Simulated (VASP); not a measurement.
## CoO: single point with LDA+U

The system is CoO.

```xyz
2
Lattice="0.0000 2.0701 2.0701 2.0701 0.0000 2.0701 2.0701 2.0701 0.0000" Properties=species:S:1:pos:R:3 pbc="T T T"
Co    0.0000    0.0000    0.0000
O     2.0701    2.0701    2.0701
```

This cell differs from its parent crystal: volume scaled by 0.96.

| Property | Result |
| --- | --- |
| Program | VASP 6.6.1 |
| Task | single point |
| Functional | LDA |
| Potentials or basis | VASP PAW LDA potentials, release 64 (Co, O) |
| Cutoff | 520 eV |
| k mesh | 10 × 10 × 10 |
| Occupations | gaussian, width 0.05 eV |
| Spin | collinear spin, ferromagnetic start |
| Starting moments | [2.79, 0.31] μB |
| Hubbard terms | Co d U = 3.3 eV |
| Dipole correction | no |
| Further INCAR settings | ALGO = Normal; EDIFF = 1e-06; NBANDS = 18 |

```
Pressure                                              : -3.5 GPa
Band gap on the k mesh                                : zero (filled and empty bands overlap)
Net moment                                            : 2.97 μB per cell
Site moments                                          : Co +2.67; O +0.28 μB
Valence electrons inside the program's atomic spheres : Co 7.99; O 5.00
```

Levels at points of the mesh, in eV from the Fermi level:
Spin up:
| k point | band 7 | band 8 | band 9 | band 10 | band 11 | band 12 |
| --- | --- | --- | --- | --- | --- | --- |
| (0.00, 0.00, 0.00) | -2.88 | -2.88 | -2.88 | 2.03 | 17.42 | 18.08 |
| (0.50, 0.00, 0.00) | -2.58 | 0.03 | 0.03 | 5.65 | 10.52 | 14.27 |
| (0.50, 0.50, 0.00) | -3.33 | -3.17 | -3.17 | 6.78 | 10.79 | 11.53 |
Spin down:
```
           k point  band 2  band 3  band 4  band 5  band 6  band 7  band 8  band 9  band 10  band 11
(0.00, 0.00, 0.00)   -2.33   -2.33   -2.33   -1.34   -1.34   -1.34    0.99    0.99     2.58    17.50
(0.50, 0.00, 0.00)   -7.95   -4.51   -4.51   -0.14   -0.14    0.23    3.87    3.87     6.01    11.31
(0.50, 0.50, 0.00)   -6.55   -3.72   -3.72   -2.62    0.09    0.09    1.55    2.19     7.59    11.28
```

Eigenvalues of the final occupation matrices:
| site | spin | trace | eigenvalues |
| --- | --- | --- | --- |
| site 1 d | 1 | 4.95 | 0.97 0.97 0.97 1.02 1.02 |
| site 1 d | 2 | 2.31 | 0.17 0.17 0.66 0.66 0.66 |

Wall time 24 s on 1 thread of Intel(R) Xeon(R) Platinum 8259CL CPU @ 2.50GHz (Skylake/Cascade Lake), with other jobs on the host, peak memory 0.15 GiB.

Caveat: a cell with one magnetic atom can't hold antiferromagnetic order, which such compounds often take. The state reached can hang on the start; a lower one may exist.
